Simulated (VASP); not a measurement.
# WSe2 in VASP: further runs, part 2 of 2

VASP 6.6.1. The steps go on from the part before.

### 3 Relaxation of cell and atoms, PBE+D3(BJ)

This run uses another cell than the first one, of 19.85 Å³/atom, 1.046 times its volume.

INCAR

```
PREC = Accurate ; ENCUT = 600
EDIFF = 1E-6 ; ISMEAR = 0
SIGMA = 0.02 ; LREAL = F
LASPH = T ; NELM = 60
ALGO = Normal ; ISIF = 3
LWAVE = F ; LCHARG = F
GGA = PE ; IVDW = 12
IBRION = 2 ; NSW = 100
EDIFFG = -0.005
```

KPOINTS

```
Automatic mesh
0
Gamma
  12 12 2
```

POSCAR

```
WSe2
1.0
    3.2790406019      0.0000000000      0.0000000000
   -1.6395203009      2.8397324613      0.0000000000
    0.0000000000      0.0000000000     12.7928297555
W Se
2 4
Direct
    0.6666666667      0.3333333333      0.2500164789
    0.3333333333      0.6666666667      0.7499835211
    0.3333333333      0.6666666667      0.3816762949
    0.6666666667      0.3333333333      0.8816429105
    0.3333333333      0.6666666667      0.1183570895
    0.6666666667      0.3333333333      0.6183237051
```

Potentials or basis: VASP PAW PBE potentials, release 64 (W_sv, Se).

The run is started by

```sh
> cat potpaw_PBE.64/W_sv/POTCAR potpaw_PBE.64/Se/POTCAR > POTCAR
> mpirun -np 1 vasp_std > vasp.out
```

OUTCAR:

```text
PREC = Accurate
   ENCUT = 600
   EDIFF = 1E-6
   ISMEAR = 0
   LREAL = F
   LASPH = T
   NELM = 60
   ISIF = 3
   GGA = PE
   IVDW = 12
   IBRION = 2
   NSW = 100
   EDIFFG = -0.005
 IVDW          = 12

 ion  position               nearest neighbor table
   1  0.667  0.333  0.250-   5 2.53   5 2.53   5 2.53   3 2.53   3 2.53   3 2.53
   2  0.333  0.667  0.750-   4 2.53   4 2.53   4 2.53   6 2.53   6 2.53   6 2.53
   3  0.333  0.667  0.382-   1 2.53   1 2.53   1 2.53
   4  0.667  0.333  0.882-   2 2.53   2 2.53   2 2.53
   5  0.333  0.667  0.118-   1 2.53   1 2.53   1 2.53
   6  0.667  0.333  0.618-   2 2.53   2 2.53   2 2.53

  LATTYP: Found a hexagonal cell.
 ALAT       =     3.2790406019
 C/A-ratio  =     3.9013941298

  Lattice vectors:

 A1 = (   3.2790406019,   0.0000000000,   0.0000000000)
 A2 = (  -1.6395203009,   2.8397324613,   0.0000000000)
 A3 = (   0.0000000000,   0.0000000000,  12.7928297555)

Analysis of symmetry for initial positions (statically):
=====================================================================
 Subroutine PRICEL returns:
 Original cell was already a primitive cell.

 Routine SETGRP: Setting up the symmetry group for a
 hexagonal supercell.

 Subroutine GETGRP returns: Found 12 space group operations
 (whereof 12 operations were pure point group operations)
 out of a pool of 24 trial point group operations.

The static configuration has the point symmetry D_3d.

Analysis of symmetry for dynamics (positions and initial velocities):
=====================================================================
 Subroutine PRICEL returns:
 Original cell was already a primitive cell.

 Routine SETGRP: Setting up the symmetry group for a
 hexagonal supercell.

 Subroutine GETGRP returns: Found 12 space group operations
 (whereof 12 operations were pure point group operations)
 out of a pool of 24 trial point group operations.

The dynamic configuration has the point symmetry D_3d.

 Subroutine INISYM returns: Found 12 space group operations
 (whereof 12 operations are pure point group operations),
 and found     1 'primitive' translations

----------------------------------------------------------------------------------------
[... 107 lines left out ...]
   ISIF   =      3    stress and relaxation
   ISYM   =      2    0-nonsym 1-usesym 2-fastsym
   POTIM  = 0.5000    time-step for ionic-motion
   TEBEG  =    0.0;   TEEND  =   0.0 temperature during run
   PSTRESS=    0.0 pullay stress
   NELECT =      52.0000    total number of electrons
   NUPDOWN=      -1.0000    fix difference up-down
   EMIN   =  10.00;   EMAX   =-10.00  energy-range for DOS
   EFERMI =   0.00;   METHOD = LEGACY
   ISMEAR =     0;   SIGMA  =   0.02  broadening in eV -4-tet -1-fermi 0-gaus
   EFERMI_NEDOS =   21; number of points for ismear=-14 and -15
   IALGO  =     38    algorithm
   IMIX   =      4    mixing-type and parameters
     AMIX     =   0.40;   BMIX     =  1.00
     AMIX_MAG =   1.60;   BMIX_MAG =  1.00
  volume/ion in A,a.u.               =      19.85       133.98
  Fermi-wavevector in a.u.,A,eV,Ry     =   1.241878  2.346809 20.983741  1.542261
  Thomas-Fermi vector in A             =   2.376257
   LORBIT       =      0    0 simple, 1 ext, 2 COOP (PROOUT), +10 PAW based schemes
   GGA     = PE    functional components
   LHFCALC =     F    Hartree Fock is set to
   AEXX    =    0.0000 exact exchange contribution
   IVDW    =    12    specifies the selected vdW correction
   LEPSILON=     F    determine dielectric tensor
   LRPA    =     F    only Hartree local field effects (RPA)
 conjugate gradient relaxation of ions
 non-spin polarized calculation
 Gauss-broadening in eV      SIGMA  =   0.02
  energy-cutoff  :      600.00
  volume of cell :      119.12
 maximum number of plane-waves:      4047
 NGX is ok and might be reduce to    28
   NGX = 13   NGY = 13   NGZ = 51

--------------------------------------- Ionic step        1  -------------------------------------------

 number of electron      52.0000002 magnetization

 Free energy of the ion-electron system (eV)
  ---------------------------------------------------
  ext. energy  EPLUGINS =         0.00000000
  ---------------------------------------------------
  free energy    TOTEN  =       -43.07960639 eV

  energy without entropy =      -43.07960639  energy(sigma->0) =      -43.07960639

------------------------ aborting loop because EDIFF is reached ----------------------------------------

 Edisp (eV)   -2.85181

 E8    (eV) :    -1.2720
[... 79 lines left out ...]
--------------------------------------- Ionic step        3  -------------------------------------------

 number of electron      52.0000002 magnetization

 Free energy of the ion-electron system (eV)
  ---------------------------------------------------
  ext. energy  EPLUGINS =         0.00000000
  ---------------------------------------------------
  free energy    TOTEN  =       -43.08529091 eV

  energy without entropy =      -43.08529091  energy(sigma->0) =      -43.08529091

 E-fermi :   6.7493     XC(G=0): -10.8868

 val. band max:        6.4934449441   @ k =   0.0000   0.0000   0.0000
 cond. band min:       7.3867781093   @ k =   0.1667   0.1667   0.0000
 fundamental gap:      0.8933331652
 Fermi energy:         6.7493434030

 k-point     1 :       0.0000    0.0000    0.0000
  band No.  band energies     occupation
      1     -67.8481      2.00000
      2     -67.8481      2.00000
      3     -32.0964      2.00000
      4     -32.0964      2.00000
      5     -31.9605      2.00000
      6     -31.9605      2.00000
[... 805 lines left out ...]
     30       8.4842      0.00000
     31       9.6924      0.00000

 [... further k-points ...]

------------------------ aborting loop because EDIFF is reached ----------------------------------------

 Edisp (eV)   -2.84642

 E8    (eV) :    -1.2696
[... 29 lines left out ...]
  FREE ENERGIE OF THE ION-ELECTRON SYSTEM (eV)
  ---------------------------------------------------
  free  energy   TOTEN  =       -45.9317121958 eV

  energy  without entropy=      -45.9317121958  energy(sigma->0) =      -45.93171220

 reached required accuracy - stopping structural energy minimisation
```

OSZICAR:

```text
N       E                     dE             d eps       ncg     rms          rms(c)
DAV:   1     0.540538361662E+03    0.54054E+03   -0.30507E+04  2628   0.182E+03
DAV:   2    -0.987392002610E+01   -0.55041E+03   -0.53861E+03  2809   0.453E+02
DAV:   3    -0.440614002806E+02   -0.34187E+02   -0.33586E+02  2897   0.100E+02
[... 26 lines left out ...]
DAV:   4    -0.430853000215E+02    0.25837E-03   -0.10601E-03  2748   0.205E-01    0.585E-02
DAV:   5    -0.430852928659E+02    0.71555E-05   -0.14451E-04  3010   0.722E-02    0.526E-02
DAV:   6    -0.430852922788E+02    0.58710E-06   -0.49571E-05  2847   0.368E-02    0.143E-02
DAV:   7    -0.430852911999E+02    0.10790E-05   -0.85938E-06  2847   0.207E-02    0.529E-03
DAV:   8    -0.430852909090E+02    0.29090E-06   -0.48206E-07  1619   0.493E-03
   3 F= -.45931712E+02 E0= -.45931712E+02  d E =-.300182E-03
```

Run time: 5.4 min. Hardware: 1 thread of Intel Xeon Platinum 8559C (Emerald Rapids), shared host; peak memory 0.39 GiB.

What came out:

- Free energy: -45.9317 eV
- Relaxed volume: 19.89 Å³/atom
- Relaxed cell: a = 3.281 Å, b = 3.281 Å, c = 12.802 Å, α = 90.00°, β = 90.00°, γ = 120.00°
- Space group after relaxing (to 0.05 Å): P6_3/mmc (No. 194)
- Energy gained by relaxing: 0.1 meV/atom
- Ionic steps: 3
- Pressure after relaxing: 0.0 GPa
- Band gap on the k mesh: 0.89 eV, indirect (least direct gap 1.56 eV)
- Dispersion energy per atom: -0.474 eV

Forces in eV/Å, atoms in the order of the input:
```
W    0.000  0.000  0.000
W    0.000  0.000  0.000
Se   0.000  0.000  0.003
Se   0.000  0.000  0.003
Se   0.000  0.000 -0.003
Se   0.000  0.000 -0.003
```

Step by step:
| step | energy change (eV) | largest force (eV/Å) | pressure (GPa) | volume (Å³) |
| --- | --- | --- | --- | --- |
| 1 | 0.0000 | 0.0489 | 0.33 | 119.12 |
| 2 | 0.0012 | 0.0975 | -0.73 | 119.83 |
| 3 | -0.0003 | 0.0030 | 0.01 | 119.34 |

Final structure:
```
CELL_PARAMETERS angstrom
3.28082 0.00000 0.00000
-1.64041 2.84127 0.00000
0.00000 0.00000 12.80237
ATOMIC_POSITIONS crystal
W 0.66667 0.33333 0.25002
W 0.33333 0.66667 0.74998
Se 0.33333 0.66667 0.38173
Se 0.66667 0.33333 0.88170
Se 0.33333 0.66667 0.11830
Se 0.66667 0.33333 0.61827
```

Caveat: spin-orbit coupling is left out, which moves the levels of the heavy elements. A hybrid or GW would open this gap; PBE tends to underestimate it.
